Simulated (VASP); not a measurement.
A run of VASP 6.6.1 is set up as follows.

Contents of INCAR:

```
ALGO = Normal
EDIFF = 1E-8
ENCUT = 520
GGA = PS
IBRION = 8
ISIF = 2
ISMEAR = 0
LASPH = T
LCHARG = F
LREAL = F
LWAVE = F
NBANDS = 14
NELM = 100
NSW = 1
PREC = Accurate
SIGMA = 0.01
```

Contents of KPOINTS:

```
k-points
0
Gamma
  8 8 8
```

File POSCAR:

```
NaCl
1.0
    2.8009524961      2.8009524961      0.0000000000
   -2.8009524961      2.8009524961      0.0000000000
    0.0000000000      2.8009524961      2.8009524961
Na Cl
1 1
Direct
    0.0000000000      0.0000000000      0.0000000000
    0.5000000000      0.5000000000      0.0000000000
```

Potentials or basis: VASP PAW PBE potentials, release 64 (Na_pv, Cl).

Command:

```sh
$ cat potpaw_PBE.64/Na_pv/POTCAR potpaw_PBE.64/Cl/POTCAR > POTCAR
$ mpirun -np 1 vasp_std > vasp.out
```

Q: Estimate the highest phonon frequency at Γ, LO-TO splitting left out.

A: 168 cm⁻¹.

Phonon frequencies in cm⁻¹ (negative: imaginary):
| q point | frequencies |
| --- | --- |
| (0.000, 0.000, 0.000) | -1 -1 -1 168 168 168 |
